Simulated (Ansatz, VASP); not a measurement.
# AlRu in VASP and in Ansatz

```
Al Ru
1.0
     2.99160    0.00000    0.00000
     0.00000    2.99160    0.00000
     0.00000    0.00000    2.99160
Al Ru
1 1
Direct
  0.85818 0.85818 0.79944
  0.50000 0.50000 0.50000
```

Alike in both runs: task single point; functional PBE; k mesh 16 × 16 × 16; occupations gaussian, width 0.15 eV; no spin polarisation.

|  | VASP | Ansatz |
| --- | --- | --- |
| version | VASP 6.6.1 | Ansatz 0.2.0 |
| potentials or method | VASP PAW PBE potentials, release 64 (Al, Ru_pv), cutoff 520 eV | scalar-relativistic, plane waves, PAW |
| valence electrons in the cell | 17 | 19 |

Ansatz gave:

| Property | Result |
| --- | --- |
| gap on the k mesh at the Fermi level (eV) | none |
| rms of the force components (eV/Å) | 11.740 |

Problem. Which values does VASP return?

Solution. gap on the k mesh at the Fermi level (eV): none; rms of the force components (eV/Å): 11.804.

Atom by atom the forces differ by 0.064 eV/Å (rms over components). A gap of «none» marks a metal or a gap that the smearing closes. The functional is the same, so the differences come from potentials, cutoffs and numerics. VASP's potentials hold 17 valence electrons a cell and Ansatz's 19, so a difference there can come from the potentials and not from the codes.
